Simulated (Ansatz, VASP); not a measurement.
**Two plane-wave programs on Ta2AlN2**

The input INCAR:

```
SYSTEM = Ta2AlN2
PREC     = Accurate       ! precision mode
ENCUT    = 600            ! plane-wave cutoff, eV
EDIFF    = 1E-6           ! SCF threshold, eV
ISMEAR   = 0              ! smearing method
SIGMA    = 0.1            ! smearing width, eV
LREAL    = .FALSE.        ! projectors in reciprocal space
LASPH    = .TRUE.         ! aspherical terms in the spheres
NELM     = 100            ! most SCF steps
ALGO     = Normal         ! electronic algorithm
ISIF     = 3              ! what is computed and relaxed
LWAVE    = .FALSE.        ! write WAVECAR
LCHARG   = .FALSE.        ! write CHGCAR
GGA      = PE             ! functional
IBRION   = 2              ! ionic algorithm
NSW      = 90             ! ionic steps
EDIFFG   = -0.04          ! ionic threshold
```

Contents of KPOINTS:

```
regular mesh
0
G
  6 6 4
  0 0 0
```

POSCAR

```
Ta2AlN2
1.0
    3.9283463400      0.0000000000      0.0000000000
   -1.9641731700      3.4020477200      0.0000000000
    0.0000000000      0.0000000000      5.8418157400
Ta Al N
2 1 2
Direct
    0.3333333300      0.6666666700      0.5000000000
    0.6666666700      0.3333333300      0.5000000000
    0.0000000000      0.0000000000      0.0000000000
    0.3333333300      0.6666666700      0.0000000000
    0.6666666700      0.3333333300      0.0000000000
```

Input for Ansatz:

```yaml
crystal:
  lattice:
    - [3.92834634, 0.0, 0.0]
    - [-1.96417317, 3.40204772, 0.0]
    - [0.0, 0.0, 5.84181574]
  atoms:
    - { symbol: Ta, position: [0.33333333, 0.66666667, 0.5] }
    - { symbol: Ta, position: [0.66666667, 0.33333333, 0.5] }
    - { symbol: Al, position: [0.0, 0.0, 0.0] }
    - { symbol: "N", position: [0.33333333, 0.66666667, 0.0] }
    - { symbol: "N", position: [0.66666667, 0.33333333, 0.0] }
basis:
  ecutwfc: 420
kpoints:
  mp_grid: { grid: [6, 6, 4] }
hamiltonian:
  xc: pbe
scf:
  occupations: { method: gaussian, width: 0.1 }
  lower_state_search: "off"
output:
  forces: true
  stress: true
  eigenvalues: true
relax:
  adjacent_minimum: "off"
  f_tol: 0.04
  max_steps: 70
  cell: { stress_tol: 0.4 }
```

Alike in both runs: task relaxation of cell and atoms; functional PBE; k mesh 6 × 6 × 4; occupations gaussian, width 0.1 eV; no spin polarisation.

```csv
,VASP,Ansatz
version,VASP 6.6.1,Ansatz 0.2.0
potentials or method,"VASP PAW PBE potentials, release 64 (Ta_pv, Al, N), cutoff 600 eV","scalar-relativistic, plane waves, PAW"
valence electrons in the cell,35,39
```

Ansatz gave:

* gap on the k mesh at the Fermi level, each at its own relaxed structure (eV): none
* relaxed volume (Å³/atom): 15.43
* relaxed cell length with the largest relative difference (Å): 4.724

**Question.** Estimate VASP's values.

**Answer.** gap on the k mesh at the Fermi level, each at its own relaxed structure (eV): none; relaxed volume (Å³/atom): 15.36; relaxed cell length with the largest relative difference (Å): 4.709.

A gap of «none» marks a metal or a gap that the smearing closes. VASP's potentials hold 35 valence electrons a cell and Ansatz's 39, so a difference there can come from the potentials and not from the codes.

Neither program's run includes spin-orbit coupling.
